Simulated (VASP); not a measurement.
CaSe:

```
Ca Se
1.0
     4.13168    0.00000    0.00000
    -2.06584    3.57814    0.00000
     0.00000    0.00000    7.16250
Ca Se
2 2
Cartesian
  0.0000 0.0000 0.0000
  0.0000 0.0000 3.5813
  0.0000 2.3854 1.7906
  2.0658 1.1927 5.3719
```

Base run:

- Program: VASP 6.6.1
- Functional: PBE
- Potentials or basis: VASP PAW PBE potentials, release 64 (Ca_sv, Se)
- Cutoff: 520 eV
- k mesh: 12 × 12 × 4
- Occupations: gaussian, width 0.01 eV
- Spin: no spin polarisation

Its results: band gap on the k mesh 2.20 eV, indirect (least direct gap 2.43 eV); pressure 0.8 GPa.

Task: The run is repeated on the same cell with these changes: functional from PBE to r2SCAN; k mesh from 12 × 12 × 4 to 6 × 6 × 4. What comes out?

Result: Band gap on the k mesh 2.69 eV, indirect (least direct gap 2.93 eV); pressure 0.2 GPa.

Several settings changed at once, so the effect can't be laid on one alone.

Caveats: the PAW data sets were made with another functional, which shifts forces and pressure a little (some runs).

A k mesh can miss the band edges.
